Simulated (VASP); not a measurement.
A run of VASP 6.6.1:

The input INCAR:

```
SYSTEM = Li2Cl3
PREC     = Accurate       ! precision mode
ENCUT    = 520            ! plane-wave cutoff, eV
EDIFF    = 1E-6           ! SCF threshold, eV
ISMEAR   = 0              ! smearing method
SIGMA    = 0.1            ! smearing width, eV
LREAL    = .False.        ! projectors in reciprocal space
LASPH    = .True.         ! aspherical terms in the spheres
NELM     = 80             ! most SCF steps
ALGO     = Normal         ! electronic algorithm
ISIF     = 2              ! what is computed and relaxed
LWAVE    = .False.        ! write WAVECAR
LCHARG   = .True.         ! write CHGCAR
GGA      = PE             ! functional
LELF     = .True.         ! ELF
LVHAR    = .True.       
NBANDS   = 22             ! bands
```

File KPOINTS:

```
regular mesh
0
Gamma
  12 12 12
  0 0 0
```

POSCAR

```
Li2Cl3
1.0
    1.9059037444      1.1003740399      7.9268303307
   -1.9059037444      1.1003740399      7.9268303307
    0.0000000000     -2.2007480798      7.9268303308
Li Cl
2 3
Direct
    0.4013362776      0.4013362776      0.4013362776
    0.5986637224      0.5986637224      0.5986637224
    0.0000000000      0.0000000000      0.0000000000
    0.2229641298      0.2229641298      0.2229641298
    0.7770358702      0.7770358702      0.7770358702
```

Potentials or basis: VASP PAW PBE potentials, release 64 (Li_sv, Cl).

Run with:

```console
$ cat potpaw_PBE.64/Li_sv/POTCAR potpaw_PBE.64/Cl/POTCAR > POTCAR
$ mpirun -np 1 vasp_std > vasp.out
```

Hardware: 1 thread of Intel(R) Xeon(R) Platinum 8559C (Emerald Rapids), on a shared host.

Q: How long does it take, and how much memory?

A: Wall time 21 min on 1 thread of Intel(R) Xeon(R) Platinum 8559C (Emerald Rapids) (shared host), peak memory 0.74 GiB. Counts: scf iterations 14, k points 189.
